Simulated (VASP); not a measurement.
Wanted: the native input for a VASP 6.6.1 run.

* Task: single point
* Functional: LDA
* Potentials or basis: VASP PAW PBE potentials, release 64 (Lu, Hg)
* Cutoff: 520 eV
* k mesh: 10 × 10 × 10
* Occupations: fermi-dirac, width 0.05 eV
* Spin: no spin polarisation
* Dipole correction: no
* Further INCAR settings: ALGO = Normal; EDIFF = 1e-06; NBANDS = 26

The structure of LuHg lies in POSCAR:

```
LuHg
1.0
    3.6777434505      0.0000000000      0.0000000000
    0.0000000000      3.6777434505      0.0000000000
    0.0000000000      0.0000000000      3.6777434505
Lu Hg
1 1
Direct
    0.5000000000      0.5000000000      0.5000000000
    0.0000000000      0.0000000000      0.0000000000
```

This cell differs from its parent crystal: volume scaled by 1.06.

One way to write it, as run:

INCAR

```
SYSTEM = LuHg
  ALGO = Normal
  EDIFF = 1E-6
  ENCUT = 520
  GGA = CA
  ISIF = 2
  ISMEAR = -1
  LASPH = .True.
  LCHARG = .False.
  LREAL = .False.
  LWAVE = .False.
  NBANDS = 26
  NELM = 100
  PREC = Accurate
  SIGMA = 0.05
```

KPOINTS

```
k-points
0
Gamma
  10 10 10
  0 0 0
```

Potentials or basis: VASP PAW PBE potentials, release 64 (Lu, Hg).

Command:

```console
$ cat potpaw_PBE.64/Lu/POTCAR potpaw_PBE.64/Hg/POTCAR > POTCAR
$ mpirun -np 1 vasp_std > vasp.out
```

Results of the run:

```
Pressure : -7.3 GPa
```

Caveat: the PAW data sets were made with another functional, which shifts forces and pressure a little.

Wall time 73 s on 1 thread of Intel(R) Xeon(R) Platinum 8375C CPU @ 2.90GHz (Ice Lake), with other jobs on the host, peak memory 0.2 GiB.
